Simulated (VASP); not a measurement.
# Rh (Fm-3m) in VASP: further runs

Rh is run at these levels: PBE; tasks: single point.

Program: VASP 6.6.1. These are calculated values, not measurements. Logs are shortened: lines on timing, memory, paths and dates and some standing lists are left out, and cuts for length are marked.

### 1 The cell of the first run

The structure is cubic, space group Fm-3m (No. 225). The conventional cell has a = 3.686 Å, b = 3.686 Å, c = 3.686 Å, α = 90.00°, β = 90.00°, γ = 90.00°. Within 3.4 Å of Rh (site symmetry m-3m) lie 12 Rh at 2.61 Å.

### 2 Single point, PBE

INCAR reads:

```
SYSTEM = Rh
PREC = Accurate
ENCUT = 500
EDIFF = 1E-6
ISMEAR = -1
SIGMA = 0.05
LREAL = .False.
LASPH = .True.
NELM = 120
ALGO = Normal
ISIF = 2
LWAVE = .False.
LCHARG = .False.
GGA = PE
NBANDS = 14
GGA_COMPAT = .False.
```

KPOINTS reads:

```
regular mesh
0
Gamma
  9 9 9
  0 0 0
```

POSCAR reads:

```
Rh
1.0
    2.6061737741      0.0000000000      0.0000000000
    1.3030868871      2.2570126951      0.0000000000
    1.3030868871      0.7523375650      2.1279319759
Rh
1
Direct
    0.0000000000      0.0000000000      0.0000000000
```

Potentials or basis: VASP PAW PBE potentials, release 64 (Rh_pv).

Launch:

```console
cat potpaw_PBE.64/Rh_pv/POTCAR > POTCAR
mpirun -np 1 vasp_std > vasp.out
```

OUTCAR:

```text
SYSTEM = Rh
   PREC = Accurate
   ENCUT = 500
   EDIFF = 1E-6
   ISMEAR = -1
   LREAL = .False.
   LASPH = .True.
   NELM = 120
   ISIF = 2
   GGA = PE

 ion  position               nearest neighbor table
   1  0.000  0.000  0.000-

  LATTYP: Found a face centered cubic cell.
 ALAT       =     3.6856862973

  Lattice vectors:

 A1 = (   2.6061737741,   0.0000000000,   0.0000000000)
 A2 = (   1.3030868871,   2.2570126951,   0.0000000000)
 A3 = (   1.3030868871,   0.7523375650,   2.1279319759)

Analysis of symmetry for initial positions (statically):
=====================================================================
 Subroutine PRICEL returns:
 Original cell was already a primitive cell.

 Routine SETGRP: Setting up the symmetry group for a
 face centered cubic supercell.

 Subroutine GETGRP returns: Found 48 space group operations
[... 9 lines left out ...]

 Routine SETGRP: Setting up the symmetry group for a
 face centered cubic supercell.

 Subroutine GETGRP returns: Found 48 space group operations
[... 11 lines left out ...]
                                     Primitive cell

  volume of cell :      12.5169

  direct lattice vectors                    reciprocal lattice vectors
     2.606173774  0.000000000  0.000000000     0.383704268 -0.221531762 -0.156646611
     1.303086887  2.257012695  0.000000000     0.000000000  0.443063525 -0.156646611
     1.303086887  0.752337565  2.127931976     0.000000000  0.000000000  0.469939834

  length of vectors
     2.606173774  2.606173774  2.606173774     0.469939834  0.469939834  0.469939834

  position of ions in fractional coordinates (direct lattice)
     0.000000000  0.000000000  0.000000000

  ion indices of the primitive-cell ions
   primitive index   ion index
                 1           1

----------------------------------------------------------------------------------------

 KPOINTS: regular mesh

Automatic generation of k-mesh.
 Grid dimensions read from file:
 generate k-points for:    9    9    9

 Generating k-lattice:

  Cartesian coordinates                     Fractional coordinates (reciprocal lattice)
     0.042633808 -0.024614640 -0.017405179     0.111111111  0.000000000  0.000000000
     0.000000000  0.049229281 -0.017405179     0.000000000  0.111111111  0.000000000
     0.000000000  0.000000000  0.052215537     0.000000000  0.000000000  0.111111111

  Length of vectors
     0.052215537  0.052215537  0.052215537

[... 52 lines left out ...]
   NELM   =    120;   NELMIN=  2; NELMDL= -5     # of ELM steps
   EDIFF  = 0.1E-05   stopping-criterion for ELM
   LREAL  =      F    real-space projection
   EDIFFG = 0.1E-04   stopping-criterion for IOM
   NSW    =      0    number of steps for IOM
   IBRION =     -1    ionic relax: 0-MD 1-quasi-New 2-CG
   NFREE  =      0    steps in history (QN), initial steepest desc. (CG)
   ISIF   =      2    stress and relaxation
   ISYM   =      2    0-nonsym 1-usesym 2-fastsym
   POTIM  = 0.5000    time-step for ionic-motion
   TEBEG  =    0.0;   TEEND  =   0.0 temperature during run
   PSTRESS=    0.0 pullay stress
   NELECT =      15.0000    total number of electrons
   NUPDOWN=      -1.0000    fix difference up-down
   EMIN   =  10.00;   EMAX   =-10.00  energy-range for DOS
[... 5 lines left out ...]
     AMIX     =   0.40;   BMIX     =  1.00
     AMIX_MAG =   1.60;   BMIX_MAG =  1.00
  volume/ion in A,a.u.               =      12.52        84.47
  Fermi-wavevector in a.u.,A,eV,Ry     =   1.738896  3.286036 41.140731  3.023758
  Thomas-Fermi vector in A             =   2.811840
   LORBIT       =      0    0 simple, 1 ext, 2 COOP (PROOUT), +10 PAW based schemes
   GGA     = PE    functional components
   LHFCALC =     F    Hartree Fock is set to
   AEXX    =    0.0000 exact exchange contribution
   IVDW    =     0    specifies the selected vdW correction
   LEPSILON=     F    determine dielectric tensor
   LRPA    =     F    only Hartree local field effects (RPA)
 non-spin polarized calculation
  energy-cutoff  :      500.00
  volume of cell :       12.52
 maximum number of plane-waves:       331
   NGX =  9   NGY =  9   NGZ =  9

 number of electron      14.9999996 magnetization

 Free energy of the ion-electron system (eV)
  ---------------------------------------------------
  ext. energy  EPLUGINS =         0.00000000
  ---------------------------------------------------
  free energy    TOTEN  =        -7.08428479 eV

  energy without entropy =       -7.07599488  energy(sigma->0) =       -7.08013984

 E-fermi :  13.6318     XC(G=0): -14.6488

 val. band max:       13.5585016820   @ k =   0.3333   0.2222   0.0000
 cond. band min:      13.6357528018   @ k =  -0.3333   0.3333   0.0000
 fundamental gap:      0.0772511198
 Fermi energy:        13.6318009536

 k-point     1 :       0.0000    0.0000    0.0000
  band No.  band energies     occupation
      1     -32.8462      2.00000
      2     -32.8462      2.00000
      3     -32.8462      2.00000
      4       5.0508      2.00000
      5      10.1499      2.00000
      6      10.1499      2.00000
      7      10.1499      2.00000
      8      12.5587      2.00000
      9      12.5587      2.00000
     10      29.6056      0.00000
     11      33.9317      0.00000
     12      35.5976      0.00000
     13      35.5976      0.00000
     14      35.5976      0.00000
[... 377 lines left out ...]
      1     -33.7662      2.00000
      2     -33.2018      2.00000
      3     -33.2018      2.00000
      4       6.5477      2.00000
      5       6.9408      2.00000
      6      14.2823      0.00000
      7      14.6428      0.00000
      8      14.6428      0.00000
      9      16.4559      0.00000
     10      28.0113      0.00000
     11      28.0190      0.00000
     12      28.0190      0.00000
     13      33.9299      0.00000
     14      38.2045      0.00000

 [... further k-points ...]

------------------------ aborting loop because EDIFF is reached ----------------------------------------

  FORCE on cell =-STRESS in cart. coord.  units (eV):
  Direction    XX          YY          ZZ          XY          YZ          ZX
  --------------------------------------------------------------------------------------
  -------------------------------------------------------------------------------------
  Total        3.1341077      3.1341077      3.1341077      0.0000000     -0.0000000      0.0000000
  in kB      401.1708661    401.1708662    401.1708662      0.0000000     -0.0000000      0.0000000
  external PRESSURE =     401.1708661 kB  Pullay stress =       0.0000000 kB

 VOLUME and BASIS-vectors are now :
 -----------------------------------------------------------------------------
  energy-cutoff  :      500.00
  volume of cell :       12.52
      direct lattice vectors                 reciprocal lattice vectors
     2.606173774  0.000000000  0.000000000     0.383704268 -0.221531762 -0.156646611
     1.303086887  2.257012695  0.000000000     0.000000000  0.443063525 -0.156646611
     1.303086887  0.752337565  2.127931976     0.000000000  0.000000000  0.469939834

 POSITION                                       TOTAL-FORCE (eV/Angst)
 -----------------------------------------------------------------------------------
      0.00000      0.00000      0.00000        -0.000000      0.000000      0.000000
 -----------------------------------------------------------------------------------
    total drift:                                0.000000      0.000000     -0.000000

  FREE ENERGIE OF THE ION-ELECTRON SYSTEM (eV)
  ---------------------------------------------------
  free  energy   TOTEN  =        -7.0842847901 eV

  energy  without entropy=       -7.0759948837  energy(sigma->0) =       -7.08013984
```

stdout:

```text
POSCAR found type information on POSCAR Rh
 POSCAR found :  1 types and       1 ions
 scaLAPACK will be used
 LDA part: xc-table for (Slater+PW92), standard interpolation
 POSCAR, INCAR and KPOINTS ok, starting setup
 FFT: planning ... GRIDC
 FFT: planning ... GRID_SOFT
 FFT: planning ... GRID
 WAVECAR not read
 entering main loop
```

Run time: 10 s. Hardware: 1 thread of Intel Xeon 8259CL, shared host; peak memory 0.13 GiB.

Results:

* Free energy: -7.0843 eV
* Pressure: 40.1 GPa

Levels at points of the mesh, in eV from the Fermi level:
```tsv
k point	band 6	band 7	band 8	band 9	band 10	band 11
(0.00, 0.00, 0.00)	-3.48	-3.48	-1.07	-1.07	15.97	20.30
```

### 3 Single point, PBE

This run uses another cell than the first one, of 14.05 Å³/atom, 1.123 times its volume.

INCAR reads:

```
PREC = Accurate ; ENCUT = 500
EDIFF = 1E-6 ; ISMEAR = -1
SIGMA = 0.05 ; LREAL = F
LASPH = T ; NELM = 120
ALGO = Normal ; ISIF = 2
LWAVE = F ; LCHARG = F
GGA = PE ; NBANDS = 14
GGA_COMPAT = F
```

KPOINTS reads:

```
regular mesh
0
Gamma
  9 9 9
```

POSCAR reads:

```
Rh
1.0
    2.7085285451      0.0000000000      0.0000000000
    1.3542642725      2.3456545269      0.0000000000
    1.3542642725      0.7818848423      2.2115042964
Rh
1
Direct
    0.0000000000      0.0000000000      0.0000000000
```

Potentials or basis: VASP PAW PBE potentials, release 64 (Rh_pv).

Launch:

```console
cat potpaw_PBE.64/Rh_pv/POTCAR > POTCAR
mpirun -np 1 vasp_std > vasp.out
```

OUTCAR:

```text
PREC = Accurate
   ENCUT = 500
   EDIFF = 1E-6
   ISMEAR = -1
   LREAL = F
   LASPH = T
   NELM = 120
   ISIF = 2
   GGA = PE

 ion  position               nearest neighbor table
   1  0.000  0.000  0.000-

  LATTYP: Found a face centered cubic cell.
 ALAT       =     3.8304378025

  Lattice vectors:

 A1 = (   2.7085285451,   0.0000000000,   0.0000000000)
 A2 = (   1.3542642725,   2.3456545269,   0.0000000000)
 A3 = (   1.3542642725,   0.7818848423,   2.2115042964)

[... 584 lines left out ...]
     14      34.0585      0.00000

 [... further k-points ...]

------------------------ aborting loop because EDIFF is reached ----------------------------------------

  FORCE on cell =-STRESS in cart. coord.  units (eV):
  Direction    XX          YY          ZZ          XY          YZ          ZX
  --------------------------------------------------------------------------------------
  -------------------------------------------------------------------------------------
  Total        0.0076498      0.0076498      0.0076498     -0.0000000      0.0000000     -0.0000000
  in kB        0.8723241      0.8723241      0.8723241     -0.0000000      0.0000000     -0.0000000
  external PRESSURE =       0.8723241 kB  Pullay stress =       0.0000000 kB

 VOLUME and BASIS-vectors are now :
 -----------------------------------------------------------------------------
  energy-cutoff  :      500.00
  volume of cell :       14.05
      direct lattice vectors                 reciprocal lattice vectors
     2.708528545  0.000000000  0.000000000     0.369204158 -0.213160120 -0.150726966
     1.354264273  2.345654527  0.000000000     0.000000000  0.426320240 -0.150726966
     1.354264273  0.781884842  2.211504296     0.000000000  0.000000000  0.452180899

 POSITION                                       TOTAL-FORCE (eV/Angst)
 -----------------------------------------------------------------------------------
      0.00000      0.00000      0.00000        -0.000000     -0.000000      0.000000
 -----------------------------------------------------------------------------------
    total drift:                                0.000000      0.000000     -0.000000

  FREE ENERGIE OF THE ION-ELECTRON SYSTEM (eV)
  ---------------------------------------------------
  free  energy   TOTEN  =        -7.2559237510 eV

  energy  without entropy=       -7.2457971519  energy(sigma->0) =       -7.25086045
```

OSZICAR:

```text
N       E                     dE             d eps       ncg     rms          rms(c)
DAV:   1     0.122973962361E+03    0.12297E+03   -0.86984E+03   980   0.112E+03
DAV:   2    -0.611952141988E+01   -0.12909E+03   -0.12412E+03  1100   0.342E+02
DAV:   3    -0.776689980966E+01   -0.16474E+01   -0.16446E+01  1148   0.423E+01
DAV:   4    -0.777310382227E+01   -0.62040E-02   -0.62037E-02  1166   0.270E+00
DAV:   5    -0.777315933836E+01   -0.55516E-04   -0.55515E-04  1118   0.224E-01    0.957E+00
DAV:   6    -0.727294016874E+01    0.50022E+00   -0.83227E-01  1058   0.128E+01    0.327E+00
DAV:   7    -0.725937417862E+01    0.13566E-01   -0.18654E-02  1106   0.144E+00    0.160E+00
DAV:   8    -0.725601434157E+01    0.33598E-02   -0.28098E-03  1076   0.708E-01    0.155E-01
DAV:   9    -0.725592560033E+01    0.88741E-04   -0.59834E-05  1070   0.104E-01    0.165E-02
DAV:  10    -0.725592359155E+01    0.20088E-05   -0.36164E-06  1148   0.241E-02    0.216E-03
DAV:  11    -0.725592375097E+01   -0.15942E-06   -0.24260E-07   508   0.688E-03
   1 F= -.72559238E+01 E0= -.72508605E+01  d E =-.101266E-01
```

stdout:

```text
POSCAR found type information on POSCAR Rh
 POSCAR found :  1 types and       1 ions
 scaLAPACK will be used
 LDA part: xc-table for (Slater+PW92), standard interpolation
 POSCAR, INCAR and KPOINTS ok, starting setup
 FFT: planning ... GRIDC
 FFT: planning ... GRID_SOFT
 FFT: planning ... GRID
 WAVECAR not read
 entering main loop
```

Run time: 10 s. Hardware: 1 thread of Intel Xeon 8259CL, shared host; peak memory 0.13 GiB.

Results:

| Property | Result |
| --- | --- |
| Free energy | -7.2559 eV |
| Pressure | 0.1 GPa |

### 4 Single point, PBE

This run uses another cell than the first one, of 13.56 Å³/atom, 1.084 times its volume.

INCAR reads:

```
ALGO = Normal ; EDIFF = 1E-6
ENCUT = 500 ; GGA = PE
GGA_COMPAT = F ; ISIF = 2
ISMEAR = -1 ; LASPH = T
LCHARG = T ; LELF = T
LREAL = F ; LVHAR = T
LWAVE = F ; NBANDS = 14
NELM = 120 ; PREC = Accurate
SIGMA = 0.05
```

KPOINTS reads:

```
k-points
0
Gamma
  9 9 9
```

POSCAR reads:

```
Rh
1.0
    2.6767966282      0.0000000000      0.0000000000
    1.3383983141      2.3181738808      0.0000000000
    1.3383983141      0.7727246269      2.1855952948
Rh
1
Direct
    0.0000000000      0.0000000000      0.0000000000
```

Potentials or basis: VASP PAW PBE potentials, release 64 (Rh_pv).

Launch:

```console
cat potpaw_PBE.64/Rh_pv/POTCAR > POTCAR
mpirun -np 1 vasp_std > vasp.out
```

OUTCAR:

```text
EDIFF = 1E-6
   ENCUT = 500
   GGA = PE
   ISIF = 2
   ISMEAR = -1
   LASPH = T
   LREAL = F
   NELM = 120
   PREC = Accurate

 ion  position               nearest neighbor table
   1  0.000  0.000  0.000-

  LATTYP: Found a face centered cubic cell.
 ALAT       =     3.7855620953

  Lattice vectors:

 A1 = (   2.6767966282,   0.0000000000,   0.0000000000)
 A2 = (   1.3383983141,   2.3181738808,   0.0000000000)
 A3 = (   1.3383983141,   0.7727246269,   2.1855952948)

[... 584 lines left out ...]
     14      35.2819      0.00000

 [... further k-points ...]

------------------------ aborting loop because EDIFF is reached ----------------------------------------

  FORCE on cell =-STRESS in cart. coord.  units (eV):
  Direction    XX          YY          ZZ          XY          YZ          ZX
  --------------------------------------------------------------------------------------
  -------------------------------------------------------------------------------------
  Total        0.8515239      0.8515239      0.8515239     -0.0000000     -0.0000000      0.0000000
  in kB      100.5949800    100.5949800    100.5949800     -0.0000000     -0.0000000      0.0000000
  external PRESSURE =     100.5949800 kB  Pullay stress =       0.0000000 kB

 VOLUME and BASIS-vectors are now :
 -----------------------------------------------------------------------------
  energy-cutoff  :      500.00
  volume of cell :       13.56
      direct lattice vectors                 reciprocal lattice vectors
     2.676796628  0.000000000  0.000000000     0.373580865 -0.215687013 -0.152513750
     1.338398314  2.318173881  0.000000000     0.000000000  0.431374026 -0.152513750
     1.338398314  0.772724627  2.185595295     0.000000000  0.000000000  0.457541249

 POSITION                                       TOTAL-FORCE (eV/Angst)
 -----------------------------------------------------------------------------------
      0.00000      0.00000      0.00000         0.000000      0.000000      0.000000
 -----------------------------------------------------------------------------------
    total drift:                                0.000000      0.000000      0.000000

  FREE ENERGIE OF THE ION-ELECTRON SYSTEM (eV)
  ---------------------------------------------------
  free  energy   TOTEN  =        -7.2408494186 eV

  energy  without entropy=       -7.2313919834  energy(sigma->0) =       -7.23612070
```

OSZICAR:

```text
N       E                     dE             d eps       ncg     rms          rms(c)
DAV:   1     0.117129226842E+03    0.11713E+03   -0.87176E+03   994   0.112E+03
DAV:   2    -0.629175725175E+01   -0.12342E+03   -0.11797E+03  1052   0.335E+02
DAV:   3    -0.774731132194E+01   -0.14556E+01   -0.14536E+01  1190   0.405E+01
DAV:   4    -0.775264769024E+01   -0.53364E-02   -0.53363E-02  1082   0.250E+00
DAV:   5    -0.775269404297E+01   -0.46353E-04   -0.46352E-04  1184   0.204E-01    0.105E+01
DAV:   6    -0.726158238407E+01    0.49111E+00   -0.78255E-01  1016   0.125E+01    0.370E+00
DAV:   7    -0.724454908382E+01    0.17033E-01   -0.16283E-02  1130   0.161E+00    0.174E+00
DAV:   8    -0.724098289050E+01    0.35662E-02   -0.30719E-03  1028   0.745E-01    0.216E-01
DAV:   9    -0.724085039375E+01    0.13250E-03   -0.66311E-05  1046   0.110E-01    0.138E-02
DAV:  10    -0.724084917257E+01    0.12212E-05   -0.31050E-06  1100   0.226E-02    0.295E-03
DAV:  11    -0.724084941865E+01   -0.24608E-06   -0.25576E-07   532   0.712E-03
   1 F= -.72408494E+01 E0= -.72361207E+01  d E =-.945744E-02
```

stdout:

```text
POSCAR found type information on POSCAR Rh
 POSCAR found :  1 types and       1 ions
 scaLAPACK will be used
 LDA part: xc-table for (Slater+PW92), standard interpolation
 POSCAR, INCAR and KPOINTS ok, starting setup
 FFT: planning ... GRIDC
 FFT: planning ... GRID_SOFT
 FFT: planning ... GRID
 WAVECAR not read
 entering main loop
```

It took 11 s on 1 thread of Intel Xeon 8259CL, shared host; peak memory 0.13 GiB.

What came out:

```
Free energy : -7.2408 eV
Pressure    : 10.1 GPa
```

### 5 The runs side by side

```tsv
cell	gap on the mesh (eV)	pressure (GPa)
a = 2.606 Å, angles 60.0°, 1 atom	none	40.1
a = 2.709 Å, angles 60.0°, 1 atom	none	0.1
a = 2.677 Å, angles 60.0°, 1 atom	none	10.1
```

Alike in all rows: task single point; level PBE; potentials or basis VASP PAW PBE potentials, release 64 (Rh_pv); no spin polarisation; k mesh 9 × 9 × 9; cutoff (eV) 500; smearing fermi-dirac 0.05 eV.

Total energies depend on the potentials used, so only differences within one code and one set of settings carry meaning.
